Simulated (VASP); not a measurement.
# Y4I (Pm-3m) in VASP: further runs, part 2 of 2

VASP 6.6.1. Earlier steps stand in the parts before.

### 3 Relaxation of cell and atoms, PBE

This run uses another cell than the first one, of 36.28 Å³/atom.

File INCAR:

```
ALGO = Normal
EDIFF = 1E-6
EDIFFG = -0.01
ENCUT = 600
GGA = PE
IBRION = 2
ISIF = 3
ISMEAR = 0
LASPH = T
LCHARG = F
LREAL = F
LWAVE = F
NELM = 60
NSW = 100
PREC = Accurate
SIGMA = 0.1
```

File KPOINTS:

```
k-points
0
Gamma
  8 8 8
```

File POSCAR:

```
Y4I
1.0
    5.6607209523      0.0000000000      0.0000000000
    0.0000000000      5.6607209523      0.0000000000
    0.0000000000      0.0000000000      5.6607209523
Y I
4 1
Direct
    0.0000000000      0.5000000000      0.5000000000
    0.5000000000      0.0000000000      0.5000000000
    0.5000000000      0.5000000000      0.0000000000
    0.0000000000      0.0000000000      0.0000000000
    0.5000000000      0.5000000000      0.5000000000
```

Potentials or basis: VASP PAW PBE potentials, release 64 (Y_sv, I).

On the command line:

```bash
cat potpaw_PBE.64/Y_sv/POTCAR potpaw_PBE.64/I/POTCAR > POTCAR
mpirun -np 1 vasp_std > vasp.out
```

OUTCAR:

```text
EDIFF = 1E-6
   EDIFFG = -0.01
   ENCUT = 600
   GGA = PE
   IBRION = 2
   ISIF = 3
   ISMEAR = 0
   LASPH = T
   LREAL = F
   NELM = 60
   NSW = 100
   PREC = Accurate

 ion  position               nearest neighbor table
   1  0.000  0.500  0.500-   5 2.83   5 2.83   4 4.00   2 4.00   3 4.00   4 4.00   2 4.00   4 4.00
                             4 4.00   2 4.00   3 4.00   3 4.00   3 4.00   2 4.00
   2  0.500  0.000  0.500-   5 2.83   5 2.83   4 4.00   1 4.00   3 4.00   4 4.00   1 4.00   3 4.00
                             3 4.00   3 4.00   1 4.00   4 4.00   4 4.00   1 4.00
   3  0.500  0.500  0.000-   5 2.83   5 2.83   4 4.00   1 4.00   1 4.00   2 4.00   2 4.00   2 4.00
                             4 4.00   2 4.00   1 4.00   4 4.00   1 4.00   4 4.00
   4  0.000  0.000  0.000-   1 4.00   2 4.00   3 4.00   1 4.00   2 4.00   1 4.00   3 4.00   1 4.00
                             2 4.00   3 4.00   2 4.00   3 4.00
   5  0.500  0.500  0.500-   1 2.83   2 2.83   3 2.83   3 2.83   2 2.83   1 2.83

  LATTYP: Found a simple cubic cell.
 ALAT       =     5.6607209523

  Lattice vectors:

 A1 = (   5.6607209523,   0.0000000000,   0.0000000000)
 A2 = (   0.0000000000,   5.6607209523,   0.0000000000)
 A3 = (   0.0000000000,   0.0000000000,   5.6607209523)

Analysis of symmetry for initial positions (statically):
=====================================================================
 Subroutine PRICEL returns:
 Original cell was already a primitive cell.

 Routine SETGRP: Setting up the symmetry group for a
 simple cubic supercell.

 Subroutine GETGRP returns: Found 48 space group operations
 (whereof 48 operations were pure point group operations)
 out of a pool of 48 trial point group operations.

The static configuration has the point symmetry O_h .

Analysis of symmetry for dynamics (positions and initial velocities):
=====================================================================
 Subroutine PRICEL returns:
 Original cell was already a primitive cell.

 Routine SETGRP: Setting up the symmetry group for a
 simple cubic supercell.

 Subroutine GETGRP returns: Found 48 space group operations
 (whereof 48 operations were pure point group operations)
[... 135 lines left out ...]
   AEXX    =    0.0000 exact exchange contribution
   IVDW    =     0    specifies the selected vdW correction
   LEPSILON=     F    determine dielectric tensor
   LRPA    =     F    only Hartree local field effects (RPA)
 conjugate gradient relaxation of ions
 non-spin polarized calculation
 Gauss-broadening in eV      SIGMA  =   0.10
  energy-cutoff  :      600.00
  volume of cell :      181.39
 maximum number of plane-waves:      6090
 NGX is ok and might be reduce to    48
   NGX = 23   NGY = 23   NGZ = 23

 number of electron      50.9999995 magnetization

 Free energy of the ion-electron system (eV)
  ---------------------------------------------------
  ext. energy  EPLUGINS =         0.00000000
  ---------------------------------------------------
  free energy    TOTEN  =       -26.73293526 eV

  energy without entropy =      -26.69452805  energy(sigma->0) =      -26.71373166

 E-fermi :   3.2528     XC(G=0):  -8.9560

 val. band max:        3.2526264575   @ k =   0.5000   0.3750   0.0000
 cond. band min:       3.2613952555   @ k =   0.5000   0.3750   0.1250
 fundamental gap:      0.0087687980
 Fermi energy:         3.2527807467

 k-point     1 :       0.0000    0.0000    0.0000
  band No.  band energies     occupation
      1     -40.3444      2.00000
      2     -39.6684      2.00000
      3     -39.6492      2.00000
      4     -39.6492      2.00000
      5     -20.2424      2.00000
      6     -20.2424      2.00000
[... 781 lines left out ...]
     29       4.4524      0.00000
     30       4.6823      0.00000

 [... further k-points ...]

------------------------ aborting loop because EDIFF is reached ----------------------------------------

  FORCE on cell =-STRESS in cart. coord.  units (eV):
  Direction    XX          YY          ZZ          XY          YZ          ZX
  --------------------------------------------------------------------------------------
  -------------------------------------------------------------------------------------
  Total        0.0348189      0.0348189      0.0348189     -0.0000000      0.0000000     -0.0000000
  in kB        0.3075465      0.3075465      0.3075465     -0.0000000      0.0000000     -0.0000000
  external PRESSURE =       0.3075465 kB  Pullay stress =       0.0000000 kB

 VOLUME and BASIS-vectors are now :
 -----------------------------------------------------------------------------
  energy-cutoff  :      600.00
  volume of cell :      181.39
      direct lattice vectors                 reciprocal lattice vectors
     5.660720952  0.000000000  0.000000000     0.176655943  0.000000000  0.000000000
     0.000000000  5.660720952  0.000000000     0.000000000  0.176655943  0.000000000
     0.000000000  0.000000000  5.660720952     0.000000000  0.000000000  0.176655943

 POSITION                                       TOTAL-FORCE (eV/Angst)
 -----------------------------------------------------------------------------------
      0.00000      2.83036      2.83036         0.000000      0.000000      0.000000
      2.83036      0.00000      2.83036         0.000000      0.000000      0.000000
      2.83036      2.83036      0.00000         0.000000      0.000000      0.000000
      0.00000      0.00000      0.00000         0.000000      0.000000      0.000000
      2.83036      2.83036      2.83036         0.000000      0.000000      0.000000
 -----------------------------------------------------------------------------------
    total drift:                                0.000000      0.000000     -0.000000

  FREE ENERGIE OF THE ION-ELECTRON SYSTEM (eV)
  ---------------------------------------------------
  free  energy   TOTEN  =       -26.7329352593 eV

  energy  without entropy=      -26.6945280528  energy(sigma->0) =      -26.71373166

 reached required accuracy - stopping structural energy minimisation
```

CONTCAR:

```text
Y4I
   1.00000000000000
     5.6607209523000002    0.0000000000000000    0.0000000000000000
     0.0000000000000000    5.6607209523000002    0.0000000000000000
     0.0000000000000000    0.0000000000000000    5.6607209523000002
  Y               I
     4     1
Direct
     0.0000000000000000    0.5000000000000000    0.5000000000000000
     0.5000000000000000    0.0000000000000000    0.5000000000000000
     0.5000000000000000    0.5000000000000000    0.0000000000000000
     0.0000000000000000    0.0000000000000000    0.0000000000000000
     0.5000000000000000    0.5000000000000000    0.5000000000000000

  0.00000000E+00  0.00000000E+00  0.00000000E+00
  0.00000000E+00  0.00000000E+00  0.00000000E+00
  0.00000000E+00  0.00000000E+00  0.00000000E+00
  0.00000000E+00  0.00000000E+00  0.00000000E+00
  0.00000000E+00  0.00000000E+00  0.00000000E+00
```

It took 4 min on 1 thread of AMD EPYC 7R43 (Zen 3), shared host; peak memory 0.43 GiB.

What came out:

```
Free energy             : -26.7329 eV
Pressure after relaxing : 0.0 GPa
Band gap on the k mesh  : zero (an odd number of electrons rules out a gap without spin polarisation)
```

Final structure:
```
Y I
1.0
     5.66072    0.00000    0.00000
     0.00000    5.66072    0.00000
     0.00000    0.00000    5.66072
Y I
4 1
Direct
  0.00000 0.50000 0.50000
  0.50000 0.00000 0.50000
  0.50000 0.50000 0.00000
  0.00000 0.00000 0.00000
  0.50000 0.50000 0.50000
```

Caveat: the relaxation stopped at its first step, so nothing moved; spin-orbit coupling is left out, which moves the levels of the heavy elements.

The gap in the log of VASP goes by the Fermi energy; the results here count the filled bands.